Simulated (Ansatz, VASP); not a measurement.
# Two plane-wave programs on CdTe

The input POSCAR:

```
CdTe
1.0
    0.0000000000      3.2050000000      3.2050000000
    3.2050000000      0.0000000000      3.2050000000
    3.2050000000      3.2050000000      0.0000000000
Cd Te
1 1
Direct
    0.0000000000      0.0000000000      0.0000000000
    0.2500000000      0.2500000000      0.2500000000
```

INCAR.step1

```
ALGO = Normal
EDIFF = 1E-4
ENCUT = 520
GGA = PE
ISMEAR = 0
LASPH = True
LCHARG = False
LREAL = False
LWAVE = True
NBANDS = 16
NELM = 80
PREC = Accurate
SIGMA = 0.01
```

Contents of INCAR.step2:

```
ALGO = Normal
EDIFF = 1E-7
ENCUT = 520
ISIF = 2
ISMEAR = 0
ISTART = 1
LASPH = True
LCHARG = False
LMIXTAU = True
LREAL = False
LWAVE = False
METAGGA = R2SCAN
NBANDS = 16
NELM = 80
PREC = Accurate
SIGMA = 0.01
```

File KPOINTS:

```
k-points
0
Gamma
  5 5 5
```

Input for Ansatz:

```yaml
crystal:
  lattice:
    - [0.0, 3.205, 3.205]
    - [3.205, 0.0, 3.205]
    - [3.205, 3.205, 0.0]
  atoms:
    - { symbol: Cd, position: [0.0, 0.0, 0.0] }
    - { symbol: Te, position: [0.25, 0.25, 0.25] }
kpoints:
  mp_grid:
    grid: [5, 5, 5]
hamiltonian:
  xc: r2scan
  pseudopotentials:
    kind: nc
scf:
  mixing:
    algorithm: anderson
    beta: 0.7
  occupations:
    method: fixed
output:
  stress: true
```

Alike in both runs: task single point; functional r2SCAN; k mesh 5 × 5 × 5; no spin polarisation.

|  | VASP | Ansatz |
| --- | --- | --- |
| version | VASP 6.6.1 | Ansatz 0.2.0 |
| potentials or method | VASP PAW PBE potentials, release 64 (Cd, Te) | plane waves, norm-conserving potentials |
| plane-wave cutoff (eV) | 520 | 1306 |
| occupations | gaussian, width 0.01 eV | fixed |
| valence electrons in the cell | 18 | 36 |

```csv
,VASP,Ansatz,Ansatz less VASP
pressure (GPa),3.4,3.3,-0.14
```

VASP's potentials were made for PBE, not for r2SCAN. VASP's potentials hold 18 valence electrons a cell and Ansatz's 36, so a difference there can come from the potentials and not from the codes.

Spin-orbit coupling is off throughout.
